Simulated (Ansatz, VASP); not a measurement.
## Two plane-wave programs on LaB6

```
CELL_PARAMETERS angstrom
4.15700 0.00000 0.00000
0.00000 4.15700 0.00000
0.00000 0.00000 4.15700
ATOMIC_POSITIONS crystal
La 0.00000 0.00000 0.00000
B 0.21170 0.50000 0.50000
B 0.78830 0.50000 0.50000
B 0.50000 0.50000 0.21170
B 0.50000 0.50000 0.78830
B 0.50000 0.21170 0.50000
B 0.50000 0.78830 0.50000
```

Alike in both runs: task single point; functional r2SCAN; k mesh 4 × 4 × 4; occupations gaussian, width 0.1 eV; no spin polarisation.

|  | VASP | Ansatz |
| --- | --- | --- |
| version | VASP 6.6.1 | Ansatz 0.2.0 |
| potentials or method | VASP PAW PBE potentials, release 64 (La, B), cutoff 550 eV | scalar-relativistic, plane waves, PAW |
| valence electrons in the cell | 29 | 29 |

VASP gave:

- gap on the k mesh at the Fermi level (eV): none
- pressure (GPa): 4.2
- rms of the force components (eV/Å): 1.597

Task: Which values does Ansatz return?

Result: gap on the k mesh at the Fermi level (eV): none; pressure (GPa): 4.1; rms of the force components (eV/Å): 1.565.

VASP's potentials were made for PBE, not for r2SCAN. Atom by atom the forces differ by 0.032 eV/Å (rms over components). A gap of «none» marks a metal or a gap that the smearing closes.

The k mesh is coarse, so the values compare programs but aren't converged. Neither program's run includes spin-orbit coupling.
